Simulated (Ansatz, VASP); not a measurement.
## TePb: VASP beside Ansatz

```
Te Pb
1.0
     0.00000    3.17229    3.17229
     3.17229    0.00000    3.17229
     3.17229    3.17229    0.00000
Te Pb
1 1
Cartesian
  3.1723 3.1723 3.1723
  0.0000 0.0000 0.0000
```

Change from the starting cell: volume scaled by 0.95, PAW files.

Alike in both runs: task electric field gradients; functional PBE; k mesh 10 × 10 × 10; occupations fermi-dirac, width 0.03 eV; no spin polarisation.

|  | VASP | Ansatz |
| --- | --- | --- |
| version | VASP 6.6.1 | Ansatz 0.2.0 |
| potentials or method | VASP PAW PBE potentials, release 64 (Te, Pb_d) | PAW with Ansatz's default frozen-core files, scalar-relativistic |
| plane-wave cutoff (eV) | 520 | 420 |
| valence electrons in the cell | 20 | 30 |

|  | VASP | Ansatz | Ansatz less VASP |
| --- | --- | --- | --- |
| pressure (GPa) | 5.1 | 5.1 | +0.04 |

VASP's potentials hold 20 valence electrons a cell and Ansatz's 30, so a difference there can come from the potentials and not from the codes.

Neither program's run includes spin-orbit coupling.
